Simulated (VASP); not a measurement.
Crystal: Ba2W3.

```
Ba W
1.0
     5.12803    0.00000    0.00000
     0.00000    5.12803    0.00000
     0.00000    0.00000    5.12803
Ba W
2 3
Cartesian
  0.0000 0.0000 0.0000
  2.5640 2.5640 2.5640
  0.0000 2.5640 2.5640
  2.5640 0.0000 2.5640
  2.5640 2.5640 0.0000
```

The cell was generated, and may not be a known phase.

| Item | Value |
| --- | --- |
| Program | VASP 6.6.1 |
| Task | relaxation of cell and atoms |
| Functional | PBE |
| Potentials or basis | VASP PAW PBE potentials, release 64 (Ba_sv, W_sv) |
| Cutoff | 600 eV |
| k mesh | 8 × 8 × 8 |
| Occupations | gaussian, width 0.1 eV |
| Spin | no spin polarisation |

At the start: pressure 4.6 GPa; volume 26.97 Å³/atom.

**Question.** Where does the relaxation end?

**Answer.** Over 3 steps the energy falls by 22.3 meV/atom and the volume is 28.65 Å³/atom (+6.2 %); space group Pm-3m (No. 221, to 0.1 Å) before and after.

The path:
```
step  energy change (eV)  largest force (eV/Å)  pressure (GPa)  volume (Å³)
   1              0.0000                0.0000            4.59       134.85
   2             -0.0460                0.0000           -2.72       150.49
   3             -0.1115                0.0000            0.00       143.24
```

Final structure:
```xyz
5
Lattice="5.2323 0.0000 0.0000 0.0000 5.2323 0.0000 0.0000 0.0000 5.2323" Properties=species:S:1:pos:R:3 pbc="T T T"
Ba    0.0000    0.0000    0.0000
Ba    2.6161    2.6161    2.6161
W     0.0000    2.6161    2.6161
W     2.6161    0.0000    2.6161
W     2.6161    2.6161    0.0000
```
